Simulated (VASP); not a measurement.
# Ge7H2 in VASP: single point with LDA

Aim: the single point of Ge7H2 with LDA.

Program: VASP 6.6.1. These are calculated values, not measurements. Logs are shortened: lines on timing, memory, paths and dates and some standing lists are left out, and cuts for length are marked.

**1. The cell of the first run**

The cell holds a slab with vacuum, 36 atoms: a = 7.950 Å, b = 7.950 Å, c = 22.189 Å, α = 90.00°, β = 90.00°, γ = 90.00°.

**2. Single point, LDA**

Input file INCAR:

```
PREC = Accurate
ENCUT = 520
EDIFF = 1E-6
ISMEAR = 0
SIGMA = 0.05
LREAL = Auto
LASPH = True
NELM = 80
ALGO = Normal
ISIF = 2
LWAVE = False
LCHARG = False
LDIPOL = True
IDIPOL = 3
DIPOL = 0.5 0.5 0.357
GGA = CA
NBANDS = 224
KPAR = 2
```

Input file KPOINTS:

```
regular mesh
0
Gamma
  3 3 1
```

Input file POSCAR:

```
Ge7H2
1.0
    7.9504584281      0.0000000000      0.0000000000
    0.0000000000      7.9504584281      0.0000000000
    0.0000000000      0.0000000000     22.1891745247
Ge H
28 8
Direct
    0.5000000000      0.2500000000      0.2211186323
    0.5000000000      0.7500000000      0.2211186323
    0.0000000000      0.2500000000      0.2211186323
    0.0000000000      0.7500000000      0.2211186323
    0.5000000000      0.5000000000      0.2844583372
    0.5000000000      0.0000000000      0.2844583372
    0.0000000000      0.5000000000      0.2844583372
    0.0000000000      0.0000000000      0.2844583372
    0.7500000000      0.5000000000      0.3477980422
    0.7500000000      0.0000000000      0.3477980422
    0.2500000000      0.5000000000      0.3477980422
    0.2500000000      0.0000000000      0.3477980422
    0.7500000000      0.7503640614      0.4119379433
    0.7500000000      0.2499553867      0.4073252013
    0.2500000000      0.7501906254      0.4119227414
    0.2500000000      0.2499741613      0.4073969509
   -0.0000068635      0.7432691420      0.4755031899
   -0.0000949288      0.2624375323      0.4680644324
    0.5000068635      0.7432691420      0.4755031899
    0.5000949288      0.2624375323      0.4680644324
    0.0000590921     -0.0007300826      0.5368086322
   -0.0000350326      0.4941329977      0.5406706830
    0.4999409079     -0.0007300826      0.5368086322
    0.5000350326      0.4941329977      0.5406706830
    0.2500000000      0.1547693285      0.5598296398
    0.2500000000      0.4356214193      0.6049880233
    0.7500000000      0.1545067225      0.5598296398
    0.7500000000      0.4356259934      0.6050332549
    0.3457176665      0.2500000000      0.1796748590
    0.6542823335      0.2500000000      0.1796748590
    0.6539597756      0.7500000000      0.1794212522
    0.3460402244      0.7500000000      0.1794212522
   -0.1542823335      0.2500000000      0.1796748590
    0.1542823335      0.2500000000      0.1796748590
    0.1539597756      0.7500000000      0.1794212522
   -0.1539597756      0.7500000000      0.1794212522
```

Potentials or basis: VASP PAW LDA potentials, release 64 (Ge_d, H).

Run with:

```sh
$ cat potpaw_LDA.64/Ge_d/POTCAR potpaw_LDA.64/H/POTCAR > POTCAR
$ mpirun -np 4 vasp_std > vasp.out
```

OUTCAR:

```text
PREC = Accurate
   ENCUT = 520
   EDIFF = 1E-6
   ISMEAR = 0
   LREAL = Auto
   LASPH = True
   NELM = 80
   ISIF = 2
   GGA = CA

 ion  position               nearest neighbor table
   1  0.500  0.250  0.221-  29 1.53  30 1.53   5 2.43   6 2.43
   2  0.500  0.750  0.221-  31 1.53  32 1.53   5 2.43   6 2.43
   3  0.000  0.250  0.221-  33 1.53  34 1.53   7 2.43   8 2.43
   4  0.000  0.750  0.221-  35 1.53  36 1.53   7 2.43   8 2.43
   5  0.500  0.500  0.284-   1 2.43   2 2.43   9 2.43  11 2.43
   6  0.500  0.000  0.284-   1 2.43   2 2.43  10 2.43  12 2.43
[... 16 lines left out ...]
  23  0.500  0.999  0.537-  27 2.40  25 2.40  19 2.45  20 2.59
  24  0.500  0.494  0.541-  20 2.45  19 2.45  26 2.49  28 2.49
  25  0.250  0.155  0.560-  21 2.40  23 2.40  26 2.45
  26  0.250  0.436  0.605-  25 2.45  24 2.49  22 2.49
  27  0.750  0.155  0.560-  21 2.40  23 2.40  28 2.45
  28  0.750  0.436  0.605-  27 2.45  24 2.49  22 2.49
  29  0.346  0.250  0.180-   1 1.53
  30  0.654  0.250  0.180-   1 1.53
  31  0.654  0.750  0.179-   2 1.53
  32  0.346  0.750  0.179-   2 1.53
  33  0.846  0.250  0.180-   3 1.53
  34  0.154  0.250  0.180-   3 1.53
  35  0.154  0.750  0.179-   4 1.53
  36  0.846  0.750  0.179-   4 1.53

  LATTYP: Found a simple tetragonal cell.
 ALAT       =     7.9504584281
 C/A-ratio  =     2.7909301992

  Lattice vectors:

 A1 = (   7.9504584281,   0.0000000000,   0.0000000000)
 A2 = (   0.0000000000,   7.9504584281,   0.0000000000)
 A3 = (   0.0000000000,   0.0000000000,  22.1891745247)

Analysis of symmetry for initial positions (statically):
=====================================================================
 Subroutine PRICEL returns:
 Original cell was already a primitive cell.

 Routine SETGRP: Setting up the symmetry group for a
 simple tetragonal supercell.

 Subroutine GETGRP returns: Found  2 space group operations
 (whereof  1 operations were pure point group operations)
 out of a pool of 16 trial point group operations.

The static configuration has the point symmetry C_1 .
 The point group associated with its full space group is C_1h.

Analysis of symmetry for dynamics (positions and initial velocities):
=====================================================================
 Subroutine PRICEL returns:
 Original cell was already a primitive cell.

 Routine SETGRP: Setting up the symmetry group for a
 simple tetragonal supercell.

 Subroutine GETGRP returns: Found  2 space group operations
 (whereof  1 operations were pure point group operations)
 out of a pool of 16 trial point group operations.

The dynamic configuration has the point symmetry C_1 .
 The point group associated with its full space group is C_1h.

 Subroutine INISYM returns: Found  2 space group operations
 (whereof  1 operations are pure point group operations),
 and found     1 'primitive' translations

----------------------------------------------------------------------------------------

                                     Primitive cell

  volume of cell :    1402.5730

  direct lattice vectors                    reciprocal lattice vectors
     7.950458428  0.000000000  0.000000000     0.125778911  0.000000000  0.000000000
     0.000000000  7.950458428  0.000000000     0.000000000  0.125778911  0.000000000
     0.000000000  0.000000000 22.189174525     0.000000000  0.000000000  0.045067021

  length of vectors
     7.950458428  7.950458428 22.189174525     0.125778911  0.125778911  0.045067021

  position of ions in fractional coordinates (direct lattice)
     0.500000000  0.250000000  0.221118632
     0.500000000  0.750000000  0.221118632
     0.000000000  0.250000000  0.221118632
     0.000000000  0.750000000  0.221118632
     0.500000000  0.500000000  0.284458337
     0.500000000  0.000000000  0.284458337
[... 28 lines left out ...]
     0.153959776  0.750000000  0.179421252
     0.846040224  0.750000000  0.179421252

  ion indices of the primitive-cell ions
   primitive index   ion index
                 1           1
                 2           2
                 3           3
                 4           4
                 5           5
                 6           6
[... 28 lines left out ...]
                35          35
                36          36

----------------------------------------------------------------------------------------

 KPOINTS: regular mesh

Automatic generation of k-mesh.
 Grid dimensions read from file:
 generate k-points for:    3    3    1

 Generating k-lattice:

  Cartesian coordinates                     Fractional coordinates (reciprocal lattice)
     0.041926304  0.000000000  0.000000000     0.333333333  0.000000000  0.000000000
     0.000000000  0.041926304  0.000000000     0.000000000  0.333333333  0.000000000
     0.000000000  0.000000000  0.045067021     0.000000000  0.000000000  1.000000000

  Length of vectors
     0.041926304  0.041926304  0.045067021

  Shift w.r.t. Gamma in fractional coordinates (k-lattice)
     0.000000000  0.000000000  0.000000000

 Subroutine IBZKPT returns following result:
 ===========================================

 Found      4 irreducible k-points:

 Following reciprocal coordinates:
            Coordinates               Weight
  0.000000  0.000000  0.000000      1.000000
  0.333333  0.000000  0.000000      2.000000
  0.000000  0.333333  0.000000      2.000000
  0.333333  0.333333  0.000000      4.000000
   k-points           NKPTS =      4   k-points in BZ     NKDIM =      4   number of bands    NBANDS=    224
   number of dos      NEDOS =    301   number of ions     NIONS =     36
   total plane-waves  NPLWV = 604800
   dimension x,y,z NGX =    60 NGY =   60 NGZ =  168
   dimension x,y,z NGXF=   120 NGYF=  120 NGZF=  336
   ions per type =              28   8
   NGX,Y,Z   is equivalent  to a cutoff of  12.55, 12.55, 12.59 a.u.
   NGXF,Y,Z  is equivalent  to a cutoff of  25.09, 25.09, 25.17 a.u.
 SYSTEM =  unknown system
   PREC   = accura    normal or accurate (medium, high low for compatibility)
   ISTART =      0    job   : 0-new  1-cont  2-samecut
   ICHARG =      2    charge: 1-file 2-atom 10-const
   ISPIN  =      1    spin polarized calculation?
   LNONCOLLINEAR =      F non collinear calculations
   LSORBIT =      F    spin-orbit coupling
   LASPH  =      T    aspherical Exc in radial PAW
   ENCUT  =  520.0 eV  38.22 Ry    6.18 a.u.  14.78 14.78 41.26*2*pi/ulx,y,z
   NELM   =     80;   NELMIN=  2; NELMDL= -5     # of ELM steps
   EDIFF  = 0.1E-05   stopping-criterion for ELM
   LREAL  =      T    real-space projection
   EDIFFG = 0.1E-04   stopping-criterion for IOM
   NSW    =      0    number of steps for IOM
   IBRION =     -1    ionic relax: 0-MD 1-quasi-New 2-CG
   NFREE  =      0    steps in history (QN), initial steepest desc. (CG)
   ISIF   =      2    stress and relaxation
   ISYM   =      2    0-nonsym 1-usesym 2-fastsym
   POTIM  = 0.5000    time-step for ionic-motion
   TEBEG  =    0.0;   TEEND  =   0.0 temperature during run
   PSTRESS=    0.0 pullay stress
   NELECT =     400.0000    total number of electrons
   NUPDOWN=      -1.0000    fix difference up-down
   EMIN   =  10.00;   EMAX   =-10.00  energy-range for DOS
   EFERMI =   0.00;   METHOD = LEGACY
   ISMEAR =     0;   SIGMA  =   0.05  broadening in eV -4-tet -1-fermi 0-gaus
   EFERMI_NEDOS =   21; number of points for ismear=-14 and -15
   IALGO  =     38    algorithm
   IMIX   =      4    mixing-type and parameters
     AMIX     =   0.40;   BMIX     =  1.00
     AMIX_MAG =   1.60;   BMIX_MAG =  1.00
  volume/ion in A,a.u.               =      38.96       262.92
  Fermi-wavevector in a.u.,A,eV,Ry     =   1.077589  2.036347 15.799048  1.161197
  Thomas-Fermi vector in A             =   2.213504
   LORBIT       =      0    0 simple, 1 ext, 2 COOP (PROOUT), +10 PAW based schemes
   GGA     = CA    functional components
   LHFCALC =     F    Hartree Fock is set to
   AEXX    =    0.0000 exact exchange contribution
   IVDW    =     0    specifies the selected vdW correction
   LEPSILON=     F    determine dielectric tensor
   LRPA    =     F    only Hartree local field effects (RPA)
 non-spin polarized calculation
 Gauss-broadening in eV      SIGMA  =   0.05
  energy-cutoff  :      520.00
  volume of cell :     1402.57
 maximum number of plane-waves:     37824
 NGX is ok and might be reduce to    60
   NGX = 29   NGY = 29   NGZ = 83

 dipolmoment           0.000000      0.000000     -0.010237 electrons x Angstroem

 number of electron     399.9999934 magnetization

 dipolmoment           0.000000      0.000000      0.105145 electrons x Angstroem

 Free energy of the ion-electron system (eV)
  ---------------------------------------------------
  ext. energy  EPLUGINS =         0.00000000
  ---------------------------------------------------
  free energy    TOTEN  =      -165.80179620 eV

  energy without entropy =     -165.80179620  energy(sigma->0) =     -165.80179620

 E-fermi :  -0.4305     XC(G=0):  -5.4485

 val. band max:       -0.6520426429   @ k =   0.3333   0.0000   0.0000
 cond. band min:      -0.2065010342   @ k =   0.0000   0.0000   0.0000
 fundamental gap:      0.4455416086
 Fermi energy:        -0.4305230448

 k-point     1 :       0.0000    0.0000    0.0000
  band No.  band energies     occupation
      1     -25.5277      2.00000
      2     -25.5182      2.00000
      3     -25.4814      2.00000
      4     -25.4761      2.00000
      5     -25.4402      2.00000
      6     -25.4367      2.00000
[... 204 lines left out ...]
    211       1.3736      0.00000
    212       1.3808      0.00000

 k-point     2 :       0.3333    0.0000    0.0000
  band No.  band energies     occupation
      1     -25.5255      2.00000
      2     -25.5205      2.00000
      3     -25.4805      2.00000
      4     -25.4776      2.00000
      5     -25.4463      2.00000
      6     -25.4443      2.00000
[... 204 lines left out ...]
    211       1.6286      0.00000
    212       1.8419      0.00000

 k-point     3 :       0.0000    0.3333    0.0000
  band No.  band energies     occupation
      1     -25.5277      2.00000
      2     -25.5182      2.00000
      3     -25.4814      2.00000
      4     -25.4761      2.00000
      5     -25.4402      2.00000
      6     -25.4367      2.00000
[... 204 lines left out ...]
    211       1.6789      0.00000
    212       1.9810      0.00000

 k-point     4 :       0.3333    0.3333    0.0000
  band No.  band energies     occupation
      1     -25.5255      2.00000
      2     -25.5206      2.00000
      3     -25.4805      2.00000
      4     -25.4776      2.00000
      5     -25.4463      2.00000
      6     -25.4443      2.00000
[... 204 lines left out ...]
    211       2.1901      0.00000
    212       2.2654      0.00000
 [bands above 212 left out]

------------------------ aborting loop because EDIFF is reached ----------------------------------------

 vacuum level on the upper side and lower side of the slab       (xc-potential included)        -0.073        -0.313

  FORCE on cell =-STRESS in cart. coord.  units (eV):
  Direction    XX          YY          ZZ          XY          YZ          ZX
  --------------------------------------------------------------------------------------
  -------------------------------------------------------------------------------------
  Total       12.8412791     -1.4271447      2.8759828      0.0000000     -0.1033779      0.0000000
  in kB       14.6687592     -1.6302459      3.2852724      0.0000000     -0.1180900      0.0000000
  external PRESSURE =       5.4412619 kB  Pullay stress =       0.0000000 kB

 VOLUME and BASIS-vectors are now :
 -----------------------------------------------------------------------------
  energy-cutoff  :      520.00
  volume of cell :     1402.57
      direct lattice vectors                 reciprocal lattice vectors
     7.950458428  0.000000000  0.000000000     0.125778911  0.000000000  0.000000000
     0.000000000  7.950458428  0.000000000     0.000000000  0.125778911  0.000000000
     0.000000000  0.000000000 22.189174525     0.000000000  0.000000000  0.045067021

 POSITION                                       TOTAL-FORCE (eV/Angst)
 -----------------------------------------------------------------------------------
      3.97523      1.98761      4.90644         0.000352      0.007173      0.322631
      3.97523      5.96284      4.90644        -0.000047     -0.026544      0.255707
      0.00000      1.98761      4.90644        -0.000352      0.007173      0.322631
      0.00000      5.96284      4.90644         0.000047     -0.026544      0.255707
      3.97523      3.97523      6.31190        -0.000042      0.108986     -0.234722
      3.97523      0.00000      6.31190        -0.000427     -0.071390     -0.204989
[... 28 lines left out ...]
      1.22405      5.96284      3.98121         0.001153      0.007522     -0.000837
      6.72641      5.96284      3.98121        -0.001203      0.007425     -0.000870
 -----------------------------------------------------------------------------------
    total drift:                                0.000000      0.001780     -0.002299

  FREE ENERGIE OF THE ION-ELECTRON SYSTEM (eV)
  ---------------------------------------------------
  free  energy   TOTEN  =      -165.8017962037 eV

  energy  without entropy=     -165.8017962036  energy(sigma->0) =     -165.80179620

 vacuum level on the upper side and lower side of the slab         4.209         3.958
```

Wall time 17 min (4 MPI ranks of AMD EPYC 7R13 (Zen 3), shared host); peak memory 0.74 GiB.

Results:

```
Free energy            : -165.8018 eV
Largest force          : 0.498 eV/Å
Band gap on the k mesh : 0.45 eV
```

Forces on the atoms (eV/Å):
```
Ge   0.000  0.007  0.323
Ge   0.000 -0.027  0.256
Ge   0.000  0.007  0.323
Ge   0.000 -0.027  0.256
Ge   0.000  0.109 -0.235
Ge   0.000 -0.071 -0.205
Ge   0.000  0.109 -0.235
Ge   0.000 -0.071 -0.205
Ge   0.000  0.282 -0.326
Ge   0.000 -0.313 -0.300
Ge   0.000  0.270 -0.326
Ge   0.000 -0.312 -0.290
Ge   0.000 -0.006 -0.002
Ge   0.000  0.001  0.004
Ge   0.000  0.008  0.000
Ge   0.000 -0.002 -0.004
Ge   0.003 -0.001  0.006
Ge   0.003 -0.001  0.000
Ge  -0.003 -0.001  0.006
Ge  -0.003 -0.001  0.000
Ge  -0.001 -0.009  0.004
Ge  -0.002  0.006  0.000
Ge   0.001 -0.009  0.004
Ge   0.002  0.006  0.000
Ge   0.000 -0.006  0.490
Ge   0.000  0.011  0.022
Ge   0.000  0.007  0.498
Ge   0.000  0.000  0.018
H   -0.015  0.001 -0.019
H    0.015  0.001 -0.019
H    0.001  0.007 -0.001
H   -0.001  0.008 -0.001
H   -0.015  0.001 -0.019
H    0.015  0.001 -0.019
H    0.001  0.008 -0.001
H   -0.001  0.007 -0.001
```
